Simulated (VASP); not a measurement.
# Sn (I4_1/amd) in VASP: further runs

The runs below take Sn through single point, with r2SCAN.

Program: VASP 6.6.1. These are calculated values, not measurements. Logs are shortened: lines on timing, memory, paths and dates and some standing lists are left out, and cuts for length are marked.

### 1 The cell of the first run

Symmetry: I4_1/amd, No. 141, tetragonal system. The conventional cell has a = 6.027 Å, b = 6.027 Å, c = 3.039 Å, α = 90.00°, β = 90.00°, γ = 90.00°. Sn (site symmetry -4m2) has 10 Sn at 3.04 to 3.78 Å within 4.0 Å.

### 2 Single point, r2SCAN (strain +0.025 along x and y, -0.050 along z)

Input file POSCAR:

```
Sn
1.0
   -3.0136439667      3.0136439667      1.5193368895
    3.0136439667     -3.0136439667      1.5193368895
    3.0136439667      3.0136439667     -1.5193368895
Sn
2
Direct
    0.7500000000      0.2500000000      0.5000000000
    0.0000000000      0.0000000000      0.0000000000
```

Input file INCAR.step1:

```
SYSTEM = Sn
  PREC = Accurate
  ENCUT = 520
  ISMEAR = 0
  SIGMA = 0.15
  LREAL = .False.
  LASPH = .True.
  NELM = 100
  NBANDS = 21
  GGA = PE
  ALGO = Normal
  EDIFF = 1E-4
  LWAVE = .True.
  LCHARG = .False.
```

Input file INCAR.step2:

```
SYSTEM = Sn
  PREC = Accurate
  ENCUT = 520
  EDIFF = 1E-7
  ISMEAR = 0
  SIGMA = 0.15
  LREAL = .False.
  LASPH = .True.
  NELM = 100
  ALGO = Normal
  ISIF = 2
  LWAVE = .False.
  LCHARG = .True.
  METAGGA = R2SCAN
  LMIXTAU = .True.
  LELF = .True.
  LVHAR = .True.
  NBANDS = 21
  ISTART = 1
```

Input file KPOINTS:

```
regular mesh
0
Gamma
  16 16 16
  0 0 0
```

Potentials or basis: VASP PAW PBE potentials, release 64 (Sn_d).

Started as:

```
$ cat potpaw_PBE.64/Sn_d/POTCAR > POTCAR
$ cp INCAR.step1 INCAR
$ mpirun -np 1 vasp_std > vasp.out
$ cp INCAR.step2 INCAR
$ mpirun -np 1 vasp_std > vasp.out
```

OUTCAR:

```text
SYSTEM = Sn
   PREC = Accurate
   ENCUT = 520
   EDIFF = 1E-7
   ISMEAR = 0
   LREAL = .False.
   LASPH = .True.
   NELM = 100
   ISIF = 2
   METAGGA = R2SCAN
   ISTART = 1

 ion  position               nearest neighbor table
   1  0.750  0.250  0.500-   2 3.11   2 3.11   2 3.11   2 3.11
   2  0.000  0.000  0.000-   1 3.11   1 3.11   1 3.11   1 3.11

  LATTYP: Found a body centered tetragonal cell.
 ALAT       =     6.0272879334
 C/A-ratio  =     0.5041527487

  Lattice vectors:

 A1 = (  -3.0136439667,   3.0136439667,   1.5193368895)
 A2 = (   3.0136439667,  -3.0136439667,   1.5193368895)
 A3 = (   3.0136439667,   3.0136439667,  -1.5193368895)

Analysis of symmetry for initial positions (statically):
=====================================================================
 Subroutine PRICEL returns:
 Original cell was already a primitive cell.

 Routine SETGRP: Setting up the symmetry group for a
 body centered tetragonal supercell.

 Subroutine GETGRP returns: Found 16 space group operations
 (whereof  8 operations were pure point group operations)
 out of a pool of 16 trial point group operations.

The static configuration has the point symmetry D_2d.
 The point group associated with its full space group is D_4h.

Analysis of symmetry for dynamics (positions and initial velocities):
=====================================================================
 Subroutine PRICEL returns:
 Original cell was already a primitive cell.

 Routine SETGRP: Setting up the symmetry group for a
 body centered tetragonal supercell.

 Subroutine GETGRP returns: Found 16 space group operations
 (whereof  8 operations were pure point group operations)
 out of a pool of 16 trial point group operations.

The dynamic configuration has the point symmetry D_2d.
 The point group associated with its full space group is D_4h.

 Subroutine INISYM returns: Found 16 space group operations
 (whereof  8 operations are pure point group operations),
 and found     1 'primitive' translations

----------------------------------------------------------------------------------------

                                     Primitive cell

  volume of cell :      55.1948

  direct lattice vectors                    reciprocal lattice vectors
    -3.013643967  3.013643967  1.519336889     0.000000000  0.165912100  0.329090937
     3.013643967 -3.013643967  1.519336889     0.165912100  0.000000000  0.329090937
     3.013643967  3.013643967 -1.519336889     0.165912100  0.165912100  0.000000000

  length of vectors
     4.524652970  4.524652970  4.524652970     0.368548056  0.368548056  0.234635142

  position of ions in fractional coordinates (direct lattice)
     0.750000000  0.250000000  0.500000000
     0.000000000  0.000000000  0.000000000

  ion indices of the primitive-cell ions
   primitive index   ion index
                 1           1
                 2           2

----------------------------------------------------------------------------------------

 KPOINTS: regular mesh

Automatic generation of k-mesh.
 Grid dimensions read from file:
 generate k-points for:   16   16   16

 Generating k-lattice:

  Cartesian coordinates                     Fractional coordinates (reciprocal lattice)
     0.000000000  0.010369506  0.020568184     0.062500000 -0.000000000  0.000000000
     0.010369506  0.000000000  0.020568184    -0.000000000  0.062500000  0.000000000
     0.010369506  0.010369506  0.000000000     0.000000000  0.000000000  0.062500000

  Length of vectors
     0.023034253  0.023034253  0.014664696

  Shift w.r.t. Gamma in fractional coordinates (k-lattice)
     0.000000000  0.000000000  0.000000000

 Subroutine IBZKPT returns following result:
 ===========================================

 Found    349 irreducible k-points:

 Following reciprocal coordinates:
            Coordinates               Weight
  0.000000  0.000000  0.000000      1.000000
  0.062500  0.000000  0.000000      8.000000
  0.125000  0.000000  0.000000      8.000000
  0.187500  0.000000 -0.000000      8.000000
  0.250000  0.000000  0.000000      8.000000
  0.312500  0.000000  0.000000      8.000000
[... 16 lines left out ...]
 -0.125000  0.062500  0.000000     16.000000
 -0.062500  0.062500  0.000000      4.000000
 [... further k-points ...]
   k-points           NKPTS =    349   k-points in BZ     NKDIM =    349   number of bands    NBANDS=     21
   number of dos      NEDOS =    301   number of ions     NIONS =      2
   total plane-waves  NPLWV =  46656
   dimension x,y,z NGX =    36 NGY =   36 NGZ =   36
   dimension x,y,z NGXF=    72 NGYF=   72 NGZF=   72
   ions per type =               2
   NGX,Y,Z   is equivalent  to a cutoff of  13.23, 13.23, 13.23 a.u.
   NGXF,Y,Z  is equivalent  to a cutoff of  26.45, 26.45, 26.45 a.u.
 SYSTEM =  Sn
   PREC   = accura    normal or accurate (medium, high low for compatibility)
   ISTART =      1    job   : 0-new  1-cont  2-samecut
[... 40 lines left out ...]
  energy-cutoff  :      520.00
  volume of cell :       55.19
 maximum number of plane-waves:      1511
 NGX is ok and might be reduce to    36
   NGX = 17   NGY = 17   NGZ = 17

 number of electron      28.0000005 magnetization

 Free energy of the ion-electron system (eV)
  ---------------------------------------------------
  ext. energy  EPLUGINS =         0.00000000
  ---------------------------------------------------
  free energy    TOTEN  =       -49.20675353 eV

  energy without entropy =      -49.19639999  energy(sigma->0) =      -49.20157676

 E-fermi :   7.6707     XC(G=0): -11.0353

 val. band max:        7.6670439574   @ k =  -0.2500  -0.2500   0.1875
 cond. band min:       7.6766861275   @ k =   0.1875   0.1250  -0.0000
 fundamental gap:      0.0096421701
 Fermi energy:         7.6707174908

 k-point     1 :       0.0000    0.0000    0.0000
  band No.  band energies     occupation
      1     -14.6235      2.00000
      2     -14.6033      2.00000
      3     -14.5755      2.00000
      4     -14.4816      2.00000
      5     -14.3019      2.00000
      6     -14.3019      2.00000
[... 13 lines left out ...]
     20      17.3228      0.00000
     21      18.0246      0.00000

 k-point     2 :       0.0625    0.0000    0.0000
  band No.  band energies     occupation
      1     -14.6098      2.00000
      2     -14.6024      2.00000
      3     -14.5579      2.00000
      4     -14.4788      2.00000
      5     -14.3120      2.00000
      6     -14.3117      2.00000
[... 13 lines left out ...]
     20      17.2671      0.00000
     21      18.3770      0.00000

 k-point     3 :       0.1250    0.0000    0.0000
  band No.  band energies     occupation
      1     -14.5950      2.00000
      2     -14.5707      2.00000
      3     -14.5137      2.00000
      4     -14.4705      2.00000
      5     -14.3334      2.00000
      6     -14.3301      2.00000
[... 13 lines left out ...]
     20      17.3577      0.00000
     21      17.6188      0.00000

 k-point     4 :       0.1875    0.0000   -0.0000
  band No.  band energies     occupation
      1     -14.5809      2.00000
      2     -14.5142      2.00000
      3     -14.4581      2.00000
      4     -14.4540      2.00000
      5     -14.3617      2.00000
      6     -14.3486      2.00000
[... 13 lines left out ...]
     20      16.5204      0.00000
     21      16.5345      0.00000

 k-point     5 :       0.2500    0.0000    0.0000
  band No.  band energies     occupation
      1     -14.5642      2.00000
      2     -14.4577      2.00000
      3     -14.4446      2.00000
      4     -14.4084      2.00000
      5     -14.3914      2.00000
      6     -14.3546      2.00000
[... 13 lines left out ...]
     20      15.6596      0.00000
     21      16.2576      0.00000
[... 382 lines left out ...]
     20      16.5324      0.00000
     21      17.0162      0.00000

 k-point    22 :      -0.1875    0.0625    0.0000
  band No.  band energies     occupation
      1     -14.5868      2.00000
      2     -14.5703      2.00000
      3     -14.5174      2.00000
      4     -14.4639      2.00000
      5     -14.3327      2.00000
      6     -14.3261      2.00000
[... 13 lines left out ...]
     20      17.5456      0.00000
     21      17.9405      0.00000

 k-point    23 :      -0.1250    0.0625    0.0000
  band No.  band energies     occupation
      1     -14.6098      2.00000
      2     -14.5963      2.00000
      3     -14.5597      2.00000
      4     -14.4740      2.00000
      5     -14.3127      2.00000
      6     -14.3099      2.00000
[... 13 lines left out ...]
     20      17.6649      0.00000
     21      18.8159      0.00000

 k-point    24 :      -0.0625    0.0625    0.0000
  band No.  band energies     occupation
      1     -14.6235      2.00000
      2     -14.6000      2.00000
      3     -14.5765      2.00000
      4     -14.4792      2.00000
      5     -14.3033      2.00000
      6     -14.3013      2.00000
[... 13 lines left out ...]
     20      17.5185      0.00000
     21      18.2396      0.00000

 [... further k-points ...]

------------------------ aborting loop because EDIFF is reached ----------------------------------------

  FORCE on cell =-STRESS in cart. coord.  units (eV):
  Direction    XX          YY          ZZ          XY          YZ          ZX
  --------------------------------------------------------------------------------------
  -------------------------------------------------------------------------------------
  Total       -0.5579229     -0.5579229      1.4383238      0.0000000      0.0000000      0.0000000
  in kB      -16.1952174    -16.1952174     41.7512301      0.0000000      0.0000000      0.0000000
  external PRESSURE =       3.1202651 kB  Pullay stress =       0.0000000 kB

 VOLUME and BASIS-vectors are now :
 -----------------------------------------------------------------------------
  energy-cutoff  :      520.00
  volume of cell :       55.19
      direct lattice vectors                 reciprocal lattice vectors
    -3.013643967  3.013643967  1.519336889     0.000000000  0.165912100  0.329090937
     3.013643967 -3.013643967  1.519336889     0.165912100  0.000000000  0.329090937
     3.013643967  3.013643967 -1.519336889     0.165912100  0.165912100  0.000000000

 POSITION                                       TOTAL-FORCE (eV/Angst)
 -----------------------------------------------------------------------------------
      0.00000      3.01364      0.75967        -0.000000      0.000000      0.000000
      0.00000      0.00000      0.00000         0.000000     -0.000000     -0.000000
 -----------------------------------------------------------------------------------
    total drift:                               -0.000000      0.000000     -0.000000

  FREE ENERGIE OF THE ION-ELECTRON SYSTEM (eV)
  ---------------------------------------------------
  free  energy   TOTEN  =       -49.2067535274 eV

  energy  without entropy=      -49.1963999939  energy(sigma->0) =      -49.20157676
```

Run time: 14 min. Hardware: 1 thread of Intel Xeon 6975P-C (Granite Rapids), shared host; peak memory 0.45 GiB.

Results:

```
Free energy            : -49.2068 eV
Pressure               : 0.3 GPa
Band gap on the k mesh : zero (bands 14 and 15 overlap by 3.82 eV)
```

Stress tensor (GPa, compression positive):
```
-1.62  0.00  0.00
 0.00 -1.62  0.00
 0.00  0.00  4.18
```

Levels at points of the mesh, in eV from the Fermi level:
```csv
k point,band 12,band 13,band 14,band 15,band 16,band 17
"(0.00, 0.00, 0.00)",-4.50,-2.38,-2.38,3.16,5.77,5.77
"(0.50, 0.00, 0.00)",-5.25,-2.39,-2.08,-0.82,2.71,2.98
"(0.50, 0.50, 0.00)",-9.35,0.18,0.18,1.17,1.17,7.77
"(0.50, 0.50, 0.50)",-8.17,-4.97,-4.97,6.90,6.90,8.68
```

Caveat: the cell differs from its parent crystal (strain +0.025 along x and y, -0.050 along z); the PAW data sets were made with another functional, which shifts forces and pressure a little; spin-orbit coupling is left out, which moves the levels of the heavy elements.

### 3 Single point, r2SCAN (strain +0.025 along x and y, +0.000 along z)

Input file POSCAR:

```
Sn
1.0
   -3.0136439667      3.0136439667      1.5993019889
    3.0136439667     -3.0136439667      1.5993019889
    3.0136439667      3.0136439667     -1.5993019889
Sn
2
Direct
    0.7500000000      0.2500000000      0.5000000000
    0.0000000000      0.0000000000      0.0000000000
```

Input file INCAR.step1:

```
SYSTEM = Sn
ALGO = Normal ; EDIFF = 1E-4
ENCUT = 520 ; GGA = PE
ISMEAR = 0 ; LASPH = .True.
LCHARG = .False. ; LREAL = .False.
LWAVE = .True. ; NBANDS = 21
NELM = 60 ; PREC = Accurate
SIGMA = 0.15
```

Input file INCAR.step2:

```
SYSTEM = Sn
ALGO = Normal ; EDIFF = 1E-6
ENCUT = 520 ; ISIF = 2
ISMEAR = 0 ; ISTART = 1
LASPH = .True. ; LCHARG = .False.
LMIXTAU = .True. ; LREAL = .False.
LWAVE = .False. ; METAGGA = R2SCAN
NBANDS = 21 ; NELM = 60
PREC = Accurate ; SIGMA = 0.15
```

Input file KPOINTS:

```
k-points
0
Gamma
  16 16 16
  0 0 0
```

Potentials or basis: VASP PAW PBE potentials, release 64 (Sn_d).

Started as:

```
$ cat potpaw_PBE.64/Sn_d/POTCAR > POTCAR
$ cp INCAR.step1 INCAR
$ mpirun -np 1 vasp_std > vasp.out
$ cp INCAR.step2 INCAR
$ mpirun -np 1 vasp_std > vasp.out
```

Run time: 9.4 min. Hardware: 1 thread of Intel Xeon 6975P-C (Granite Rapids), shared host; peak memory 0.46 GiB.

Results (log left out):

```yaml
Free_energy: -49.2263 eV
Pressure: -2.5 GPa
Band_gap_on_the_k_mesh: zero (bands 14 and 15 overlap by 3.93 eV)
```

Stress tensor (GPa, compression positive):
```
-2.94  0.00  0.00
 0.00 -2.94  0.00
 0.00  0.00 -1.66
```

Levels at points of the mesh, in eV from the Fermi level:
```tsv
k point	band 10	band 11	band 12	band 13	band 14	band 15	band 16	band 17	band 18	band 19
(0.00, 0.00, 0.00)	-21.82	-11.14	-4.11	-2.05	-2.05	3.39	6.00	6.00	7.17	7.28
(0.50, 0.00, 0.00)	-21.86	-6.87	-5.30	-2.39	-1.79	-1.01	2.64	2.85	4.58	7.39
(0.50, 0.50, 0.00)	-21.92	-8.98	-8.98	0.46	0.46	1.48	1.48	6.54	6.54	10.10
(0.50, 0.50, 0.50)	-21.97	-7.80	-7.80	-4.65	-4.65	5.61	5.61	8.93	8.93	13.03
```

Caveat: the cell differs from its parent crystal (strain +0.025 along x and y, +0.000 along z); the PAW data sets were made with another functional, which shifts forces and pressure a little; spin-orbit coupling is left out, which moves the levels of the heavy elements.

### 4 Single point, r2SCAN (strain +0.000 along x and y, -0.050 along z)

Input file POSCAR:

```
Sn
1.0
   -2.9401404553      2.9401404553      1.5193368895
    2.9401404553     -2.9401404553      1.5193368895
    2.9401404553      2.9401404553     -1.5193368895
Sn
2
Direct
    0.7500000000      0.2500000000      0.5000000000
    0.0000000000      0.0000000000      0.0000000000
```

Input file INCAR.step1:

```
PREC = Accurate
ENCUT = 520
ISMEAR = 0
SIGMA = 0.15
LREAL = False
LASPH = True
NELM = 60
NBANDS = 21
GGA = PE
ALGO = Normal
EDIFF = 1E-4
LWAVE = True
LCHARG = False
```

Input file INCAR.step2:

```
PREC = Accurate
ENCUT = 520
EDIFF = 1E-6
ISMEAR = 0
SIGMA = 0.15
LREAL = False
LASPH = True
NELM = 60
ALGO = Normal
ISIF = 2
LWAVE = False
LCHARG = False
METAGGA = R2SCAN
LMIXTAU = True
NBANDS = 21
ISTART = 1
```

Input file KPOINTS:

```
Automatic mesh
0
Gamma
  16 16 16
```

Started as:

```
$ cat potpaw_PBE.64/Sn_d/POTCAR > POTCAR
$ cp INCAR.step1 INCAR
$ mpirun -np 1 vasp_std > vasp.out
$ cp INCAR.step2 INCAR
$ mpirun -np 1 vasp_std > vasp.out
```

It took 14 min on 1 thread of Intel Xeon 6975P-C (Granite Rapids), shared host; peak memory 0.44 GiB.

The run converged. Its results:

* Free energy: -49.2071 eV
* Pressure: 3.1 GPa
* Band gap on the k mesh: zero (bands 14 and 15 overlap by 4.25 eV)

Stress tensor (GPa, compression positive):
```
1.63 0.00 0.00
0.00 1.63 0.00
0.00 0.00 6.04
```

Levels at points of the mesh, in eV from the Fermi level:
```
           k point  band 11  band 12  band 13  band 14  band 15  band 16  band 17  band 18
(0.00, 0.00, 0.00)   -11.91    -4.11    -2.44    -2.44     3.15     6.25     6.25     8.35
(0.50, 0.00, 0.00)    -6.84    -5.52    -2.31    -2.11    -1.04     2.61     3.12     5.06
(0.50, 0.50, 0.00)    -9.58    -9.58     0.29     0.29     1.45     1.45     7.57     7.57
(0.50, 0.50, 0.50)    -8.20    -8.20    -5.25    -5.25     6.60     6.60     9.51     9.51
```

Caveat: the cell differs from its parent crystal (strain +0.000 along x and y, -0.050 along z); the cell stands under pressure; the PAW data sets were made with another functional, which shifts forces and pressure a little; spin-orbit coupling is left out, which moves the levels of the heavy elements.

### 5 Single point, r2SCAN (strain -0.025 along x and y, +0.000 along z)

Input file POSCAR:

```
Sn
1.0
   -2.8666369439      2.8666369439      1.5993019889
    2.8666369439     -2.8666369439      1.5993019889
    2.8666369439      2.8666369439     -1.5993019889
Sn
2
Direct
    0.7500000000      0.2500000000      0.5000000000
    0.0000000000      0.0000000000      0.0000000000
```

INCAR.step1 is that of step 4.

Input file INCAR.step2:

```
PREC = Accurate
ENCUT = 520
EDIFF = 1E-7
ISMEAR = 0
SIGMA = 0.15
LREAL = False
LASPH = True
NELM = 60
ALGO = Normal
ISIF = 2
LWAVE = False
LCHARG = True
METAGGA = R2SCAN
LMIXTAU = True
LELF = True
LVHAR = True
NBANDS = 21
ISTART = 1
```

KPOINTS is that of step 4.

Started as:

```
$ cat potpaw_PBE.64/Sn_d/POTCAR > POTCAR
$ cp INCAR.step1 INCAR
$ mpirun -np 1 vasp_std > vasp.out
$ cp INCAR.step2 INCAR
$ mpirun -np 1 vasp_std > vasp.out
```

Wall time 9.1 min (1 thread of Intel Xeon 6975P-C (Granite Rapids), shared host); peak memory 0.41 GiB.

The run converged. Its results:

* Free energy: -49.2193 eV
* Pressure: 3.0 GPa
* Band gap on the k mesh: zero (bands 14 and 15 overlap by 5.01 eV)

Stress tensor (GPa, compression positive):
```
3.81 0.00 0.00
0.00 3.81 0.00
0.00 0.00 1.49
```

Levels at points of the mesh, in eV from the Fermi level:
```
           k point  band 11  band 12  band 13  band 14  band 15  band 16  band 17  band 18
(0.00, 0.00, 0.00)   -11.95    -3.32    -2.19    -2.19     3.35     6.89     6.89     7.05
(0.50, 0.00, 0.00)    -7.47    -5.87    -2.30    -1.90    -1.48     2.41     3.11     5.18
(0.50, 0.50, 0.00)    -9.48    -9.48     0.63     0.63     2.05     2.05     6.13     6.13
(0.50, 0.50, 0.50)    -7.89    -7.89    -5.25    -5.25     4.96     4.96    10.60    10.60
```

Caveat: the cell differs from its parent crystal (strain -0.025 along x and y, +0.000 along z); the cell stands under pressure; the PAW data sets were made with another functional, which shifts forces and pressure a little; spin-orbit coupling is left out, which moves the levels of the heavy elements.

### 6 The runs side by side

| cell | gap on the mesh (eV) | pressure (GPa) |
| --- | --- | --- |
| a = 4.525 Å, angles 96.5, 96.5, 140.8°, 2 atoms | none | 0.3 |
| a = 4.552 Å, angles 97.1, 97.1, 138.9°, 2 atoms | none | -2.5 |
| a = 4.427 Å, angles 96.8, 96.8, 139.9°, 2 atoms | none | 3.1 |
| a = 4.358 Å, angles 97.7, 97.7, 136.9°, 2 atoms | none | 3.0 |

Alike in all rows: task single point; level r2SCAN; potentials or basis VASP PAW PBE potentials, release 64 (Sn_d); no spin polarisation; k mesh 16 × 16 × 16; cutoff (eV) 520; smearing gaussian 0.15 eV.

Caveats: the PAW data sets were made with another functional, which shifts forces and pressure a little; spin-orbit coupling is left out, which moves the levels of the heavy elements; the cell stands under pressure (at least some runs).

Total energies depend on the potentials used, so only differences within one code and one set of settings carry meaning.
